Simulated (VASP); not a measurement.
**MgO: single point with r2SCAN**

The system is MgO.

```
CELL_PARAMETERS angstrom
3.48410 0.00000 0.00871
-1.74205 3.01732 -0.00436
0.01046 0.00000 4.18569
ATOMIC_POSITIONS crystal
Mg 0.66667 0.33333 0.75000
Mg 0.33333 0.66667 0.25000
O 0.66667 0.33333 0.25000
O 0.33333 0.66667 0.75000
```

This cell differs from its parent crystal: strain +0.0050 x Voigt [0, 0, 0, 0, 1, 0].

```yaml
Program: VASP 6.6.1
Task: single point
Functional: r2SCAN
Potentials_or_basis: VASP PAW PBE potentials, release 64 (Mg, O)
Cutoff: 520 eV
k_mesh: 6 × 6 × 6
Occupations: gaussian, width 0.05 eV
Spin: no spin polarisation
```

The pressure is -0.8 GPa and the band gap on the k mesh is 4.08 eV.

Stress tensor (GPa, compression positive):
```
-0.68  0.00 -0.61
 0.00 -0.68  0.00
-0.61  0.00 -0.99
```

Levels at points of the mesh, in eV from the valence-band top:
```tsv
k point	band 5	band 6	band 7	band 8	band 9	band 10	band 11	band 12
(0.00, 0.00, 0.00)	-1.77	-0.84	-0.84	0.00	4.08	10.38	13.16	13.47
(0.50, 0.00, 0.00)	-2.38	-1.97	-1.31	-0.54	7.66	10.00	10.62	13.27
(0.00, 0.50, 0.00)	-2.38	-1.97	-1.31	-0.54	7.66	10.00	10.62	13.27
(0.00, 0.00, 0.50)	-1.33	-1.33	-1.31	-1.31	7.13	7.13	13.81	13.81
(0.50, 0.00, 0.50)	-1.57	-1.56	-0.85	-0.82	8.02	8.03	12.98	13.05
(0.00, 0.50, 0.50)	-1.56	-1.56	-0.83	-0.83	8.02	8.02	13.01	13.01
```

Run time: 3.5 min on 1 thread of AMD EPYC 7R13, with other jobs on the host, peak memory 0.17 GiB.

Caveat: the cell differs from its parent crystal (strain +0.0050 x Voigt [0, 0, 0, 0, 1, 0]); the PAW data sets were made with another functional, which shifts forces and pressure a little.
